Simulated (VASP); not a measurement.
# SnO2 (P4_2/mnm) in VASP: further runs, part 2 of 2

VASP 6.6.1. The steps go on from the part before.

### Step 3. Relaxation of shape and atoms at fixed volume, PBE (volume scaled by 0.97)

INCAR

```
SYSTEM = SnO2
  ALGO = Normal
  EDIFF = 1E-7
  EDIFFG = -0.01
  ENCUT = 600
  GGA = PE
  IBRION = 2
  ISIF = 4
  ISMEAR = 0
  LASPH = .True.
  LCHARG = .False.
  LREAL = .False.
  LWAVE = .False.
  NELM = 60
  NSW = 50
  PREC = Accurate
  SIGMA = 0.02
```

KPOINTS

```
k-points
0
Gamma
  6 6 8
  0 0 0
```

POSCAR

```
SnO2
1.0
    4.7786545071      0.0000000000      0.0000000000
    0.0000000000      4.7786545071      0.0000000000
    0.0000000000      0.0000000000      3.2053590838
Sn O
2 4
Direct
    0.0000000000      0.0000000000      0.0000000000
    0.5000000000      0.5000000000      0.5000000000
    0.3065442634      0.3065442634      0.0000000000
    0.1934557366      0.8065442634      0.5000000000
    0.6934557366      0.6934557366      0.0000000000
    0.8065442634      0.1934557366      0.5000000000
```

Potentials or basis: VASP PAW PBE potentials, release 64 (Sn_d, O).

Started as:

```bash
$ cat potpaw_PBE.64/Sn_d/POTCAR potpaw_PBE.64/O/POTCAR > POTCAR
$ mpirun -np 1 vasp_std > vasp.out
```

OUTCAR:

```text
SYSTEM = SnO2
   EDIFF = 1E-7
   EDIFFG = -0.01
   ENCUT = 600
   GGA = PE
   IBRION = 2
   ISIF = 4
   ISMEAR = 0
   LASPH = .True.
   LREAL = .False.
   NELM = 60
   NSW = 50
   PREC = Accurate

 ion  position               nearest neighbor table
   1  0.000  0.000  0.000-   4 2.07   6 2.07   4 2.07   6 2.07   5 2.07   3 2.07   2 3.74   2 3.74
                             2 3.74   2 3.74   2 3.74   2 3.74   2 3.74   2 3.74
   2  0.500  0.500  0.500-   3 2.07   5 2.07   3 2.07   5 2.07   4 2.07   6 2.07   1 3.74   1 3.74
                             1 3.74   1 3.74   1 3.74   1 3.74   1 3.74   1 3.74
   3  0.307  0.307  0.000-   2 2.07   2 2.07   1 2.07
   4  0.193  0.807  0.500-   1 2.07   1 2.07   2 2.07
   5  0.693  0.693  0.000-   2 2.07   2 2.07   1 2.07
   6  0.807  0.193  0.500-   1 2.07   1 2.07   2 2.07

  LATTYP: Found a simple tetragonal cell.
 ALAT       =     4.7786545071
 C/A-ratio  =     0.6707660240

  Lattice vectors:

 A1 = (   4.7786545071,   0.0000000000,   0.0000000000)
 A2 = (   0.0000000000,   4.7786545071,   0.0000000000)
 A3 = (   0.0000000000,   0.0000000000,   3.2053590838)

Analysis of symmetry for initial positions (statically):
=====================================================================
 Subroutine PRICEL returns:
 Original cell was already a primitive cell.

 Routine SETGRP: Setting up the symmetry group for a
 simple tetragonal supercell.

 Subroutine GETGRP returns: Found 16 space group operations
 (whereof  8 operations were pure point group operations)
 out of a pool of 16 trial point group operations.

The static configuration has the point symmetry D_2h.
 The point group associated with its full space group is D_4h.

Analysis of symmetry for dynamics (positions and initial velocities):
=====================================================================
 Subroutine PRICEL returns:
 Original cell was already a primitive cell.

 Routine SETGRP: Setting up the symmetry group for a
 simple tetragonal supercell.

 Subroutine GETGRP returns: Found 16 space group operations
 (whereof  8 operations were pure point group operations)
 out of a pool of 16 trial point group operations.

The dynamic configuration has the point symmetry D_2h.
 The point group associated with its full space group is D_4h.

 Subroutine INISYM returns: Found 16 space group operations
 (whereof  8 operations are pure point group operations),
 and found     1 'primitive' translations

----------------------------------------------------------------------------------------

                                     Primitive cell

  volume of cell :      73.1961

  direct lattice vectors                    reciprocal lattice vectors
     4.778654507  0.000000000  0.000000000     0.209263925  0.000000000  0.000000000
     0.000000000  4.778654507  0.000000000     0.000000000  0.209263925  0.000000000
     0.000000000  0.000000000  3.205359084     0.000000000  0.000000000  0.311977527

  length of vectors
     4.778654507  4.778654507  3.205359084     0.209263925  0.209263925  0.311977527

  position of ions in fractional coordinates (direct lattice)
     0.000000000  0.000000000  0.000000000
     0.500000000  0.500000000  0.500000000
     0.306544263  0.306544263  0.000000000
     0.193455737  0.806544263  0.500000000
     0.693455737  0.693455737  0.000000000
[... 42 lines left out ...]
  0.500000  0.000000  0.000000      2.000000
  0.166667  0.166667  0.000000      4.000000
  0.333333  0.166667  0.000000      8.000000
[... 16 lines left out ...]
  0.333333  0.000000  0.250000      8.000000
  0.500000  0.000000  0.250000      4.000000
 [... further k-points ...]
   k-points           NKPTS =     50   k-points in BZ     NKDIM =     50   number of bands    NBANDS=     31
   number of dos      NEDOS =    301   number of ions     NIONS =      6
   total plane-waves  NPLWV =  44800
   dimension x,y,z NGX =    40 NGY =   40 NGZ =   28
   dimension x,y,z NGXF=    80 NGYF=   80 NGZF=   56
   ions per type =               2   4
   NGX,Y,Z   is equivalent  to a cutoff of  13.92, 13.92, 14.52 a.u.
   NGXF,Y,Z  is equivalent  to a cutoff of  27.83, 27.83, 29.04 a.u.
 SYSTEM =  SnO2
   PREC   = accura    normal or accurate (medium, high low for compatibility)
   ISTART =      0    job   : 0-new  1-cont  2-samecut
   ICHARG =      2    charge: 1-file 2-atom 10-const
   ISPIN  =      1    spin polarized calculation?
   LNONCOLLINEAR =      F non collinear calculations
   LSORBIT =      F    spin-orbit coupling
   LASPH  =      T    aspherical Exc in radial PAW
   ENCUT  =  600.0 eV  44.10 Ry    6.64 a.u.   9.54  9.54  6.40*2*pi/ulx,y,z
   NELM   =     60;   NELMIN=  2; NELMDL= -5     # of ELM steps
   EDIFF  = 0.1E-06   stopping-criterion for ELM
   LREAL  =      F    real-space projection
   EDIFFG = -.1E-01   stopping-criterion for IOM
   NSW    =     50    number of steps for IOM
   IBRION =      2    ionic relax: 0-MD 1-quasi-New 2-CG
   NFREE  =      1    steps in history (QN), initial steepest desc. (CG)
   ISIF   =      4    stress and relaxation
   ISYM   =      2    0-nonsym 1-usesym 2-fastsym
   POTIM  = 0.5000    time-step for ionic-motion
   TEBEG  =    0.0;   TEEND  =   0.0 temperature during run
   PSTRESS=    0.0 pullay stress
   NELECT =      52.0000    total number of electrons
   NUPDOWN=      -1.0000    fix difference up-down
   EMIN   =  10.00;   EMAX   =-10.00  energy-range for DOS
   EFERMI =   0.00;   METHOD = LEGACY
   ISMEAR =     0;   SIGMA  =   0.02  broadening in eV -4-tet -1-fermi 0-gaus
   EFERMI_NEDOS =   21; number of points for ismear=-14 and -15
   IALGO  =     38    algorithm
   IMIX   =      4    mixing-type and parameters
     AMIX     =   0.40;   BMIX     =  1.00
     AMIX_MAG =   1.60;   BMIX_MAG =  1.00
  volume/ion in A,a.u.               =      12.20        82.33
  Fermi-wavevector in a.u.,A,eV,Ry     =   1.460764  2.760443 29.032527  2.133831
  Thomas-Fermi vector in A             =   2.577175
   LORBIT       =      0    0 simple, 1 ext, 2 COOP (PROOUT), +10 PAW based schemes
   GGA     = PE    functional components
   LHFCALC =     F    Hartree Fock is set to
   AEXX    =    0.0000 exact exchange contribution
   IVDW    =     0    specifies the selected vdW correction
   LEPSILON=     F    determine dielectric tensor
   LRPA    =     F    only Hartree local field effects (RPA)
 conjugate gradient relaxation of ions
 non-spin polarized calculation
 Gauss-broadening in eV      SIGMA  =   0.02
  energy-cutoff  :      600.00
  volume of cell :       73.20
 maximum number of plane-waves:      2469
 NGX is ok and might be reduce to    40
   NGX = 19   NGY = 19   NGZ = 13

--------------------------------------- Ionic step        1  -------------------------------------------

 number of electron      52.0000008 magnetization

 Free energy of the ion-electron system (eV)
  ---------------------------------------------------
  ext. energy  EPLUGINS =         0.00000000
  ---------------------------------------------------
  free energy    TOTEN  =       -37.26771803 eV

  energy without entropy =      -37.26771803  energy(sigma->0) =      -37.26771803

------------------------ aborting loop because EDIFF is reached ----------------------------------------

  FORCE on cell =-STRESS in cart. coord.  units (eV):
  Direction    XX          YY          ZZ          XY          YZ          ZX
  --------------------------------------------------------------------------------------
  -------------------------------------------------------------------------------------
  Total        2.6241358      2.6241358      3.5848554      0.0000000      0.0000000      0.0000000
  in kB       57.4392735     57.4392735     78.4683052      0.0000000      0.0000000      0.0000000
  external PRESSURE =      64.4489507 kB  Pullay stress =       0.0000000 kB
[... 107 lines left out ...]
--------------------------------------- Ionic step        4  -------------------------------------------

 number of electron      52.0000004 magnetization

 Free energy of the ion-electron system (eV)
  ---------------------------------------------------
  ext. energy  EPLUGINS =         0.00000000
  ---------------------------------------------------
  free energy    TOTEN  =       -37.27148302 eV

  energy without entropy =      -37.27148302  energy(sigma->0) =      -37.27148302

 E-fermi :   6.0386     XC(G=0): -11.1406

 val. band max:        5.8805161523   @ k =   0.0000   0.0000   0.0000
 cond. band min:       6.8436482042   @ k =   0.0000   0.0000   0.0000
 fundamental gap:      0.9631320518
 Fermi energy:         6.0385698954

 k-point     1 :       0.0000    0.0000    0.0000
  band No.  band energies     occupation
      1     -15.1930      2.00000
      2     -14.4399      2.00000
      3     -14.2315      2.00000
      4     -14.2039      2.00000
      5     -14.2039      2.00000
      6     -14.1470      2.00000
[... 805 lines left out ...]
     30      14.4617      0.00000
     31      15.2084      0.00000

 [... further k-points ...]
[... 5 lines left out ...]
  --------------------------------------------------------------------------------------
  -------------------------------------------------------------------------------------
  Total        2.7220122      2.7220122      2.7526666      0.0000000      0.0000000      0.0000000
  in kB       59.5816728     59.5816728     60.2526615      0.0000000      0.0000000      0.0000000
  external PRESSURE =      59.8053357 kB  Pullay stress =       0.0000000 kB
[... 21 lines left out ...]
  FREE ENERGIE OF THE ION-ELECTRON SYSTEM (eV)
  ---------------------------------------------------
  free  energy   TOTEN  =       -37.2714830186 eV

  energy  without entropy=      -37.2714830186  energy(sigma->0) =      -37.27148302

 reached required accuracy - stopping structural energy minimisation
```

Run time: 2.5 min. Hardware: 1 thread of Intel Xeon 6975P-C (Granite Rapids), shared host; peak memory 0.27 GiB.

What came out:

- Free energy: -37.2715 eV
- Energy gained by relaxing: 0.6 meV/atom
- Ionic steps: 4
- Pressure after relaxing: 6.0 GPa
- Largest force after relaxing: 0.006 eV/Å
- Band gap on the k mesh: 0.96 eV, direct

Forces on the atoms (eV/Å):
```
Sn   0.000  0.000  0.000
Sn   0.000  0.000  0.000
O    0.004  0.004  0.000
O   -0.004  0.004  0.000
O   -0.004 -0.004  0.000
O    0.004 -0.004  0.000
```

Step by step:
```
step  energy change (eV)  largest force (eV/Å)  pressure (GPa)  volume (Å³)
   1              0.0000                0.1237            6.44        73.20
   2             -0.0036                0.0393            5.96        73.20
   3             -0.0036                0.0269            5.99        73.20
   4             -0.0038                0.0061            5.98        73.20
```

Final structure:
```yaml
crystal:
  lattice:
    - [4.76541, 0.00000, 0.00000]
    - [0.00000, 4.76541, 0.00000]
    - [0.00000, 0.00000, 3.22321]
  atoms:
    - { symbol: Sn, position: [0.00000, 0.00000, 0.00000] }
    - { symbol: Sn, position: [0.50000, 0.50000, 0.50000] }
    - { symbol: O, position: [0.30589, 0.30589, 0.00000] }
    - { symbol: O, position: [0.19411, 0.80589, 0.50000] }
    - { symbol: O, position: [0.69411, 0.69411, 0.00000] }
    - { symbol: O, position: [0.80589, 0.19411, 0.50000] }
```

Levels at points of the mesh, in eV from the valence-band top:
```
           k point  band 22  band 23  band 24  band 25  band 26  band 27  band 28  band 29  band 30  band 31
(0.00, 0.00, 0.00)    -1.26    -1.26    -0.76    -0.76     0.00     0.96     5.92     6.17     6.17    10.27
(0.50, 0.00, 0.00)    -1.95    -1.21    -1.21    -0.61    -0.61     4.19     4.19     6.93     6.93    10.79
(0.50, 0.50, 0.00)    -1.96    -1.34    -1.34    -0.87    -0.87     4.59     4.59     7.34     7.34    10.84
(0.00, 0.00, 0.50)    -2.62    -1.61    -1.61    -1.22    -1.22     5.91     5.91     9.60     9.60    10.45
(0.50, 0.00, 0.50)    -1.71    -1.06    -1.06    -0.71    -0.71     6.19     6.19     7.90     7.90    10.77
(0.50, 0.50, 0.50)    -2.38    -0.93    -0.93    -0.80    -0.80     4.62     4.62     8.80     8.80    10.78
```

Caveat: the cell differs from its parent crystal (volume scaled by 0.97); spin-orbit coupling is left out, which moves the levels of the heavy elements.
